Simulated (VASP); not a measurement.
# CoO: single point with PBEsol

The system is CoO.

```
Co O
1.0
     1.62330    0.93722    2.60024
    -1.62330    0.93722    2.60024
     0.00000   -1.87443    2.60024
Co O
1 1
Cartesian
  0.0000 0.0000 7.7928
  0.0000 0.0000 5.8585
```

| Property | Result |
| --- | --- |
| Program | VASP 6.6.1 |
| Task | single point |
| Functional | PBEsol |
| Potentials or basis | VASP PAW PBE potentials, release 64 (Co_sv, O) |
| Cutoff | 600 eV |
| k mesh | 10 × 10 × 10 |
| Occupations | fermi-dirac, width 0.05 eV |
| Spin | collinear spin, ferromagnetic start |
| Starting moments | [2.0, 0.0] μB |
| Dipole correction | no |
| Further INCAR settings | ALGO = Normal; EDIFF = 1e-06; NBANDS = 22 |

```
Pressure                                              : -13.6 GPa
Largest force                                         : 0.183 eV/Å
Net moment                                            : 2.90 μB per cell
Site moments                                          : Co +2.42; O +0.33 μB
Valence electrons inside the program's atomic spheres : Co 14.90; O 4.95
```

Forces on the atoms (eV/Å):
```
Co   0.000  0.000  0.183
O    0.000  0.000 -0.183
```

Stress tensor (GPa, compression positive):
```
-15.01   0.00   0.00
  0.00 -15.01   0.00
  0.00   0.00 -10.73
```

Levels at points of the mesh, in eV from the Fermi level:
Spin up:
```tsv
k point	band 10	band 11	band 12	band 13	band 14	band 15	band 16	band 17
(0.00, 0.00, 0.00)	-2.34	-0.05	0.13	0.13	0.27	13.52	13.52	14.09
(0.50, 0.00, 0.00)	-2.28	-2.27	-0.63	-0.58	5.37	6.65	13.08	13.43
(0.50, 0.50, 0.00)	-2.06	-1.90	-1.75	-1.67	4.95	9.45	10.68	13.61
(0.50, 0.50, 0.50)	-2.30	-2.30	-0.75	-0.75	5.34	6.95	12.99	12.99
```
Spin down:
```csv
k point,band 8,band 9,band 10,band 11,band 12,band 13
"(0.00, 0.00, 0.00)",-4.74,-0.40,-0.40,0.44,2.45,2.45
"(0.50, 0.00, 0.00)",-4.55,-0.20,-0.19,0.20,1.64,1.68
"(0.50, 0.50, 0.00)",-4.29,-0.82,-0.04,0.09,0.82,0.90
"(0.50, 0.50, 0.50)",-4.50,-0.17,-0.17,0.06,1.52,1.52
```

Wall time 2.4 min on 1 thread of Intel(R) Xeon(R) Platinum 8488C (Sapphire Rapids), with other jobs on the host, peak memory 0.24 GiB.

Caveat: the cell stands under tension; the PAW data sets were made with another functional, which shifts forces and pressure a little; a cell with one magnetic atom can't hold antiferromagnetic order, which such compounds often take; semilocal functionals often make such compounds metallic where correlation or magnetic order opens a gap, which also shifts bond lengths. With open d or f shells a metallic result of PBEsol can be an artefact of self-interaction; +U or a hybrid may open a gap.
